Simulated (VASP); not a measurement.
TiSi2:

```
Ti Si
1.0
    -1.45297    1.68899    4.15516
     1.45297   -1.68899    4.15516
     1.45297    1.68899   -4.15516
Ti Si
1 2
Direct
  0.00000 0.00000 0.00000
  0.67008 0.67008 0.00000
  0.32992 0.32992 0.00000
```

Base run:

```yaml
Program: VASP 6.6.1
Functional: PBEsol
Potentials_or_basis: VASP PAW PBE potentials, release 64 (Ti_sv, Si)
Cutoff: 520 eV
k_mesh: 12 × 12 × 12
Occupations: fermi-dirac, width 0.05 eV
Spin: no spin polarisation
```

Its results: band gap on the k mesh zero (band 10 reaches 11.82 eV, above the bottom of band 11 at 9.37 eV); pressure 2.4 GPa; largest force 0.040 eV/Å.

The run is repeated on the same cell with these changes: functional from PBEsol to LDA; potentials or basis from VASP PAW PBE potentials, release 64 (Ti_sv, Si) to VASP PAW LDA potentials, release 64 (Ti_sv, Si). What comes out?

Band gap on the k mesh zero (band 10 reaches 11.76 eV, above the bottom of band 11 at 9.37 eV); pressure -0.8 GPa; largest force 0.082 eV/Å.

Caveats: the PAW data sets were made with another functional, which shifts forces and pressure a little (some runs).
